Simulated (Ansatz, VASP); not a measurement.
## One calculation of ZnO, two programs

```xyz
8
Lattice="5.6060 0.0000 0.0000 0.0000 5.6060 0.0000 0.0000 0.0000 3.2804" Properties=species:S:1:pos:R:3 pbc="T T T"
Zn    1.0186    1.0186    1.6402
Zn    4.5874    4.5874    1.6402
Zn    3.8216    1.7844    0.0000
Zn    1.7844    3.8216    0.0000
O     4.5880    1.0180    1.6402
O     1.0180    4.5880    1.6402
O     3.8210    3.8210    0.0000
O     1.7850    1.7850    0.0000
```

Alike in both runs: functional PBE; k mesh 2 × 2 × 4; occupations gaussian, width 0.02 eV; no spin polarisation.

Ansatz relaxed the structure, and its values are those at the end. VASP's run is a single point on that final structure, the one shown.

|  | VASP | Ansatz |
| --- | --- | --- |
| version | VASP 6.6.1 | Ansatz 0.2.0 |
| potentials or method | VASP PAW PBE potentials, release 64 (Zn, O), cutoff 520 eV | scalar-relativistic, plane waves, PAW |
| valence electrons in the cell | 72 | 72 |

Ansatz gave:

| Property | Result |
| --- | --- |
| gap on the k mesh at the Fermi level (eV) | 0.75 |
| least direct gap on the mesh (eV) | 0.75 |
| pressure (GPa) | 0.0 |
| rms of the force components (eV/Å) | 0.001 |

Task: Estimate VASP's values.

Result: gap on the k mesh at the Fermi level (eV): 0.74; least direct gap on the mesh (eV): 0.74; pressure (GPa): 0.9; rms of the force components (eV/Å): 0.003.

The k mesh is coarse, so the values compare programs but aren't converged.
